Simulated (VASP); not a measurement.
Here is a VASP 6.6.1 calculation.

INCAR

```
SYSTEM = Pt
ALGO = Normal
EDIFF = 1E-6
ENCUT = 520
GGA = PE
ISIF = 2
ISMEAR = 0
LASPH = .True.
LCHARG = .False.
LREAL = .False.
LWAVE = .False.
NBANDS = 11
NELM = 80
PREC = Accurate
SIGMA = 0.15
```

File KPOINTS:

```
k-points
0
Gamma
  20 20 20
  0 0 0
```

File POSCAR:

```
Pt
1.0
    0.0000000000      2.0557950000      1.9579000000
    2.0557950000      0.0000000000      1.9579000000
    2.0557950000      2.0557950000      0.0000000000
Pt
1
Direct
    0.0000000000      0.0000000000      0.0000000000
```

Potentials or basis: VASP PAW PBE potentials, release 64 (Pt).

Launch:

```bash
$ cat potpaw_PBE.64/Pt/POTCAR > POTCAR
$ mpirun -np 1 vasp_std > vasp.out
```

(1) What does it give for the band gap on the k mesh?

(2) What does it give for the pressure?

## Answers

(1) zero (bands 5 and 6 overlap by 2.05 eV).

(2) -12.1 GPa.

Caveat: the cell differs from its parent crystal (strain +0.050 along x and y, +0.000 along z); the cell stands under tension; spin-orbit coupling is left out, which moves the levels of the heavy elements.
